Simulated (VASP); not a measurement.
# CdSe (F-43m) in VASP: settings compared

Aim: see how the results for CdSe move with the level of theory and the settings. Levels: PBE+D3(BJ), RPBE, PBEsol. Tasks: relaxation of cell and atoms.

Everything below comes from runs of VASP 6.6.1. Logs are shortened: lines on timing, memory, paths and dates and some standing lists are left out, and cuts for length are marked.

### 1 The cell of the first run

Symmetry: F-43m, No. 216, cubic system. The conventional cell has a = 6.141 Å, b = 6.141 Å, c = 6.141 Å, α = 90.00°, β = 90.00°, γ = 90.00°. Within 3.5 Å of Cd (site symmetry -43m) lie 4 Se at 2.66 Å. Within 3.5 Å of Se (site symmetry -43m) lie 4 Cd at 2.66 Å.

### 2 Relaxation of cell and atoms, PBE+D3(BJ)

Contents of INCAR:

```
ALGO     = Normal         # electronic algorithm
EDIFF    = 1E-6           # SCF threshold, eV
EDIFFG   = -0.01          # ionic threshold
ENCUT    = 600            # plane-wave cutoff, eV
GGA      = PE             # functional
IBRION   = 2              # ionic algorithm
ISIF     = 3              # what is computed and relaxed
ISMEAR   = 0              # smearing method
IVDW     = 12             # dispersion correction
LASPH    = T              # aspherical terms in the spheres
LCHARG   = F              # write CHGCAR
LREAL    = F              # projectors in reciprocal space
LWAVE    = F              # write WAVECAR
NELM     = 80             # most SCF steps
NSW      = 80             # ionic steps
PREC     = Accurate       # precision mode
SIGMA    = 0.01           # smearing width, eV
```

Contents of KPOINTS:

```
k-points
0
Gamma
  6 6 6
```

Contents of POSCAR:

```
CdSe
1.0
    4.3420190000      0.0000000000      0.0000000000
    2.1710095000      3.7602987577      0.0000000000
    2.1710095000      1.2534329192      3.5452436678
Cd Se
1 1
Direct
    0.0000000000      0.0000000000      0.0000000000
    0.7500000000      0.7500000000      0.7500000000
```

Potentials or basis: VASP PAW PBE potentials, release 64 (Cd, Se).

On the command line:

```bash
cat potpaw_PBE.64/Cd/POTCAR potpaw_PBE.64/Se/POTCAR > POTCAR
mpirun -np 1 vasp_std > vasp.out
```

OUTCAR:

```text
EDIFF = 1E-6
   EDIFFG = -0.01
   ENCUT = 600
   GGA = PE
   IBRION = 2
   ISIF = 3
   ISMEAR = 0
   IVDW = 12
   LASPH = T
   LREAL = F
   NELM = 80
   NSW = 80
   PREC = Accurate
 IVDW          = 12

 ion  position               nearest neighbor table
   1  0.000  0.000  0.000-   2 2.66   2 2.66   2 2.66   2 2.66
   2  0.750  0.750  0.750-   1 2.66   1 2.66   1 2.66   1 2.66

  LATTYP: Found a face centered cubic cell.
 ALAT       =     6.1405421579

  Lattice vectors:

 A1 = (   4.3420190000,   0.0000000000,   0.0000000000)
 A2 = (   2.1710095000,   3.7602987577,   0.0000000000)
 A3 = (   2.1710095000,   1.2534329192,   3.5452436678)

Analysis of symmetry for initial positions (statically):
=====================================================================
 Subroutine PRICEL returns:
 Original cell was already a primitive cell.

 Routine SETGRP: Setting up the symmetry group for a
 face centered cubic supercell.

 Subroutine GETGRP returns: Found 24 space group operations
 (whereof 24 operations were pure point group operations)
 out of a pool of 48 trial point group operations.

The static configuration has the point symmetry T_d .

Analysis of symmetry for dynamics (positions and initial velocities):
=====================================================================
 Subroutine PRICEL returns:
 Original cell was already a primitive cell.

 Routine SETGRP: Setting up the symmetry group for a
 face centered cubic supercell.

 Subroutine GETGRP returns: Found 24 space group operations
 (whereof 24 operations were pure point group operations)
 out of a pool of 48 trial point group operations.

The dynamic configuration has the point symmetry T_d .

 Subroutine INISYM returns: Found 24 space group operations
 (whereof 24 operations are pure point group operations),
 and found     1 'primitive' translations

----------------------------------------------------------------------------------------

                                     Primitive cell

  volume of cell :      57.8842

  direct lattice vectors                    reciprocal lattice vectors
     4.342019000  0.000000000  0.000000000     0.230307606 -0.132968158 -0.094022686
     2.171009500  3.760298758  0.000000000     0.000000000  0.265936316 -0.094022686
     2.171009500  1.253432919  3.545243668     0.000000000  0.000000000  0.282068059

  length of vectors
     4.342019000  4.342019000  4.342019000     0.282068059  0.282068059  0.282068059

  position of ions in fractional coordinates (direct lattice)
     0.000000000  0.000000000  0.000000000
     0.750000000  0.750000000  0.750000000

  ion indices of the primitive-cell ions
   primitive index   ion index
                 1           1
                 2           2
[... 47 lines left out ...]
   total plane-waves  NPLWV =  46656
   dimension x,y,z NGX =    36 NGY =   36 NGZ =   36
   dimension x,y,z NGXF=    72 NGYF=   72 NGZF=   72
   ions per type =               1   1
   NGX,Y,Z   is equivalent  to a cutoff of  13.78, 13.78, 13.78 a.u.
   NGXF,Y,Z  is equivalent  to a cutoff of  27.57, 27.57, 27.57 a.u.
 SYSTEM =  unknown system
   PREC   = accura    normal or accurate (medium, high low for compatibility)
   ISTART =      0    job   : 0-new  1-cont  2-samecut
   ICHARG =      2    charge: 1-file 2-atom 10-const
   ISPIN  =      1    spin polarized calculation?
   LNONCOLLINEAR =      F non collinear calculations
   LSORBIT =      F    spin-orbit coupling
   LASPH  =      T    aspherical Exc in radial PAW
   ENCUT  =  600.0 eV  44.10 Ry    6.64 a.u.   8.67  8.67  8.67*2*pi/ulx,y,z
   NELM   =     80;   NELMIN=  2; NELMDL= -5     # of ELM steps
   EDIFF  = 0.1E-05   stopping-criterion for ELM
   LREAL  =      F    real-space projection
   EDIFFG = -.1E-01   stopping-criterion for IOM
   NSW    =     80    number of steps for IOM
   IBRION =      2    ionic relax: 0-MD 1-quasi-New 2-CG
   NFREE  =      1    steps in history (QN), initial steepest desc. (CG)
   ISIF   =      3    stress and relaxation
   ISYM   =      2    0-nonsym 1-usesym 2-fastsym
   POTIM  = 0.5000    time-step for ionic-motion
   TEBEG  =    0.0;   TEEND  =   0.0 temperature during run
   PSTRESS=    0.0 pullay stress
   NELECT =      18.0000    total number of electrons
   NUPDOWN=      -1.0000    fix difference up-down
   EMIN   =  10.00;   EMAX   =-10.00  energy-range for DOS
   EFERMI =   0.00;   METHOD = LEGACY
   ISMEAR =     0;   SIGMA  =   0.01  broadening in eV -4-tet -1-fermi 0-gaus
   EFERMI_NEDOS =   21; number of points for ismear=-14 and -15
   IALGO  =     38    algorithm
   IMIX   =      4    mixing-type and parameters
     AMIX     =   0.40;   BMIX     =  1.00
     AMIX_MAG =   1.60;   BMIX_MAG =  1.00
  volume/ion in A,a.u.               =      28.94       195.31
  Fermi-wavevector in a.u.,A,eV,Ry     =   1.109121  2.095935 16.737200  1.230149
  Thomas-Fermi vector in A             =   2.245657
   LORBIT       =      0    0 simple, 1 ext, 2 COOP (PROOUT), +10 PAW based schemes
   GGA     = PE    functional components
   LHFCALC =     F    Hartree Fock is set to
   AEXX    =    0.0000 exact exchange contribution
   IVDW    =    12    specifies the selected vdW correction
   LEPSILON=     F    determine dielectric tensor
   LRPA    =     F    only Hartree local field effects (RPA)
 conjugate gradient relaxation of ions
 non-spin polarized calculation
 Gauss-broadening in eV      SIGMA  =   0.01
  energy-cutoff  :      600.00
  volume of cell :       57.88
 maximum number of plane-waves:      1964
   NGX = 17   NGY = 17   NGZ = 17

--------------------------------------- Ionic step        1  -------------------------------------------

 number of electron      17.9999997 magnetization

 Free energy of the ion-electron system (eV)
  ---------------------------------------------------
  ext. energy  EPLUGINS =         0.00000000
  ---------------------------------------------------
  free energy    TOTEN  =        -5.48626444 eV

  energy without entropy =       -5.48626444  energy(sigma->0) =       -5.48626444

------------------------ aborting loop because EDIFF is reached ----------------------------------------

 Edisp (eV)   -0.61690

 E8    (eV) :    -0.2634
[... 71 lines left out ...]
--------------------------------------- Ionic step        3  -------------------------------------------

 number of electron      17.9999997 magnetization

 Free energy of the ion-electron system (eV)
  ---------------------------------------------------
  ext. energy  EPLUGINS =         0.00000000
  ---------------------------------------------------
  free energy    TOTEN  =        -5.48054232 eV

  energy without entropy =       -5.48054232  energy(sigma->0) =       -5.48054232

 E-fermi :   0.8614     XC(G=0):  -8.7952

 val. band max:        0.7913483187   @ k =   0.0000   0.0000   0.0000
 cond. band min:       1.3581646818   @ k =   0.0000   0.0000   0.0000
 fundamental gap:      0.5668163631
 Fermi energy:         0.8613894984

 k-point     1 :       0.0000    0.0000    0.0000
  band No.  band energies     occupation
      1     -11.6934      2.00000
      2      -7.0829      2.00000
      3      -7.0829      2.00000
      4      -7.0829      2.00000
      5      -6.7296      2.00000
      6      -6.7296      2.00000
      7       0.7913      2.00000
      8       0.7913      2.00000
      9       0.7913      2.00000
     10       1.3582      0.00000
     11       6.7234      0.00000
     12       6.7234      0.00000
     13       6.7234      0.00000
[... 271 lines left out ...]
  FREE ENERGIE OF THE ION-ELECTRON SYSTEM (eV)
  ---------------------------------------------------
  free  energy   TOTEN  =        -6.1038894698 eV

  energy  without entropy=       -6.1038894698  energy(sigma->0) =       -6.10388947

 reached required accuracy - stopping structural energy minimisation
```

OSZICAR:

```text
N       E                     dE             d eps       ncg     rms          rms(c)
DAV:   1     0.119968168697E+03    0.11997E+03   -0.97057E+03   416   0.140E+03
DAV:   2    -0.524791290447E+00   -0.12049E+03   -0.11485E+03   461   0.307E+02
DAV:   3    -0.583776696608E+01   -0.53130E+01   -0.52977E+01   481   0.669E+01
[... 22 lines left out ...]
DAV:   2    -0.548066271237E+01    0.93890E-03   -0.23722E-03   451   0.775E-01    0.819E-02
DAV:   3    -0.548055909297E+01    0.10362E-03   -0.26866E-04   436   0.188E-01    0.713E-02
DAV:   4    -0.548054398063E+01    0.15112E-04   -0.19318E-05   426   0.430E-02    0.114E-02
DAV:   5    -0.548054247405E+01    0.15066E-05   -0.37531E-06   376   0.293E-02    0.415E-03
DAV:   6    -0.548054231510E+01    0.15894E-06   -0.64358E-07   208   0.116E-02
   3 F= -.61038895E+01 E0= -.61038895E+01  d E =-.723801E-03
```

Wall time 34 s (1 thread of Intel Xeon Platinum 8259CL at 2.50GHz (Skylake/Cascade Lake), shared host); peak memory 0.23 GiB.

Results:

* Free energy: -6.1039 eV
* Relaxed volume: 28.68 Å³/atom
* Relaxed cell: a = 4.329 Å, b = 4.329 Å, c = 4.329 Å, α = 60.00°, β = 60.00°, γ = 60.00°
* Space group after relaxing (to 0.05 Å): F-43m (No. 216)
* Energy gained by relaxing: 0.4 meV/atom
* Ionic steps: 3
* Pressure after relaxing: 0.0 GPa
* Band gap on the k mesh: 0.57 eV, direct
* Dispersion energy per atom: -0.312 eV

Step by step:
```tsv
step	energy change (eV)	largest force (eV/Å)	pressure (GPa)	volume (Å³)
1	0.0000	0.0000	-0.44	57.88
2	-0.0007	0.0000	0.13	57.22
3	-0.0007	0.0000	0.01	57.37
```

Final structure:
```
Cd Se
1.0
     4.32902    0.00000    0.00000
     2.16451    3.74904    0.00000
     2.16451    1.24968    3.53463
Cd Se
1 1
Direct
  0.00000 0.00000 0.00000
  0.75000 0.75000 0.75000
```

Levels at points of the mesh, in eV from the valence-band top:
```tsv
k point	band 6	band 7	band 8	band 9	band 10	band 11	band 12	band 13
(0.00, 0.00, 0.00)	-7.52	0.00	0.00	0.00	0.57	5.93	5.93	5.93
(0.50, 0.00, 0.00)	-7.24	-4.28	-0.72	-0.72	2.37	6.44	6.44	7.37
(0.50, 0.50, 0.00)	-7.18	-3.99	-1.79	-1.79	3.17	3.74	9.03	10.10
```

Expect the measured gap to be larger: semilocal functionals such as PBE lack the derivative discontinuity.

### 3 Relaxation of cell and atoms, RPBE

Contents of INCAR:

```
PREC     = Accurate       # precision mode
ENCUT    = 600            # plane-wave cutoff, eV
EDIFF    = 1E-6           # SCF threshold, eV
ISMEAR   = 0              # smearing method
SIGMA    = 0.01           # smearing width, eV
LREAL    = False          # projectors in reciprocal space
LASPH    = True           # aspherical terms in the spheres
NELM     = 100            # most SCF steps
ALGO     = Normal         # electronic algorithm
ISIF     = 3              # what is computed and relaxed
LWAVE    = False          # write WAVECAR
LCHARG   = False          # write CHGCAR
GGA      = RP             # functional
IBRION   = 2              # ionic algorithm
NSW      = 80             # ionic steps
EDIFFG   = -0.01          # ionic threshold
```

Contents of KPOINTS:

```
regular mesh
0
Gamma
  6 6 6
```

POSCAR is that of step 2.

Potentials or basis: VASP PAW PBE potentials, release 64 (Cd, Se).

On the command line:

```bash
cat potpaw_PBE.64/Cd/POTCAR potpaw_PBE.64/Se/POTCAR > POTCAR
mpirun -np 1 vasp_std > vasp.out
```

It took 40 s on 1 thread of Intel Xeon Platinum 8259CL at 2.50GHz (Skylake/Cascade Lake), shared host; peak memory 0.22 GiB.

It converged, with:

| Item | Value |
| --- | --- |
| Free energy | -4.8752 eV |
| Relaxed volume | 31.16 Å³/atom |
| Relaxed cell | a = 4.450 Å, b = 4.450 Å, c = 4.450 Å, α = 60.00°, β = 60.00°, γ = 60.00° |
| Space group after relaxing (to 0.05 Å) | F-43m (No. 216) |
| Energy gained by relaxing | 22.2 meV/atom |
| Ionic steps | 3 |
| Pressure after relaxing | 0.0 GPa |
| Band gap on the k mesh | 0.57 eV, direct |

Step by step:
| step | energy change (eV) | largest force (eV/Å) | pressure (GPa) | volume (Å³) |
| --- | --- | --- | --- | --- |
| 1 | 0.0000 | 0.0000 | 3.43 | 57.88 |
| 2 | -0.0428 | 0.0000 | -0.54 | 63.23 |
| 3 | -0.0444 | 0.0000 | 0.02 | 62.31 |

Final structure:
```
Cd Se
1.0
     4.45006    0.00000    0.00000
     2.22503    3.85386    0.00000
     2.22503    1.28462    3.63346
Cd Se
1 1
Direct
  0.00000 0.00000 0.00000
  0.75000 0.75000 0.75000
```

Levels at points of the mesh, in eV from the valence-band top:
```csv
k point,band 5,band 6,band 7,band 8,band 9,band 10,band 11,band 12,band 13
"(0.00, 0.00, 0.00)",-7.39,-7.39,0.00,0.00,0.00,0.57,5.99,5.99,5.99
"(0.50, 0.00, 0.00)",-7.37,-7.16,-3.77,-0.61,-0.61,2.38,6.49,6.49,7.32
"(0.50, 0.50, 0.00)",-7.35,-7.10,-3.59,-1.51,-1.51,3.50,3.72,8.88,9.73
```

Caveat: the PAW data sets were made with another functional, which shifts forces and pressure a little.

### 4 Relaxation of cell and atoms, PBEsol

Contents of INCAR:

```
SYSTEM = CdSe
PREC = Accurate ; ENCUT = 600
EDIFF = 1E-6 ; ISMEAR = 0
SIGMA = 0.01 ; LREAL = .False.
LASPH = .True. ; NELM = 80
ALGO = Normal ; ISIF = 3
LWAVE = .False. ; LCHARG = .False.
GGA = PS ; IBRION = 2
NSW = 80 ; EDIFFG = -0.01
```

Contents of KPOINTS:

```
regular mesh
0
Gamma
  6 6 6
  0 0 0
```

POSCAR is that of step 3.

On the command line:

```bash
cat potpaw_PBE.64/Cd/POTCAR potpaw_PBE.64/Se/POTCAR > POTCAR
mpirun -np 1 vasp_std > vasp.out
```

Wall time 32 s (1 thread of Intel Xeon Platinum 8259CL at 2.50GHz (Skylake/Cascade Lake), shared host); peak memory 0.22 GiB.

It converged, with:

| Quantity | Value |
| --- | --- |
| Free energy | -6.1733 eV |
| Relaxed volume | 28.28 Å³/atom |
| Relaxed cell | a = 4.308 Å, b = 4.308 Å, c = 4.308 Å, α = 60.00°, β = 60.00°, γ = 60.00° |
| Space group after relaxing (to 0.05 Å) | F-43m (No. 216) |
| Energy gained by relaxing | 2.4 meV/atom |
| Ionic steps | 3 |
| Pressure after relaxing | 0.0 GPa |
| Band gap on the k mesh | 0.47 eV, direct |

The path:
```
step  energy change (eV)  largest force (eV/Å)  pressure (GPa)  volume (Å³)
   1              0.0000                0.0000           -1.14        57.88
   2             -0.0044                0.0000            0.33        56.18
   3             -0.0048                0.0000            0.02        56.55
```

Final structure:
```
Cd Se
1.0
     4.30841    0.00000    0.00000
     2.15420    3.73119    0.00000
     2.15420    1.24373    3.51780
Cd Se
1 1
Direct
  0.00000 0.00000 0.00000
  0.75000 0.75000 0.75000
```

Levels at points of the mesh, in eV from the valence-band top:
```csv
k point,band 6,band 7,band 8,band 9,band 10,band 11,band 12,band 13
"(0.00, 0.00, 0.00)",-7.52,0.00,0.00,0.00,0.47,5.85,5.85,5.85
"(0.50, 0.00, 0.00)",-7.24,-4.42,-0.75,-0.75,2.28,6.36,6.36,7.27
"(0.50, 0.50, 0.00)",-7.17,-4.11,-1.86,-1.86,3.01,3.67,8.95,10.09
```

Caveat: the PAW data sets were made with another functional, which shifts forces and pressure a little.

### 5 The runs side by side

| level | gap on the mesh (eV) | pressure (GPa) | relaxed volume (Å³/atom) |
| --- | --- | --- | --- |
| PBE+D3(BJ) | 0.57 | 0.0 | 28.68 |
| RPBE | 0.57 | 0.0 | 31.16 |
| PBEsol | 0.47 | 0.0 | 28.28 |

Alike in all rows: task relaxation of cell and atoms; potentials or basis VASP PAW PBE potentials, release 64 (Cd, Se); no spin polarisation; cell relaxed; k mesh 6 × 6 × 6; cutoff (eV) 600; smearing gaussian 0.01 eV.

Caveats: the PAW data sets were made with another functional, which shifts forces and pressure a little (some runs).

Absolute energies hang on the potentials; compare differences alone.
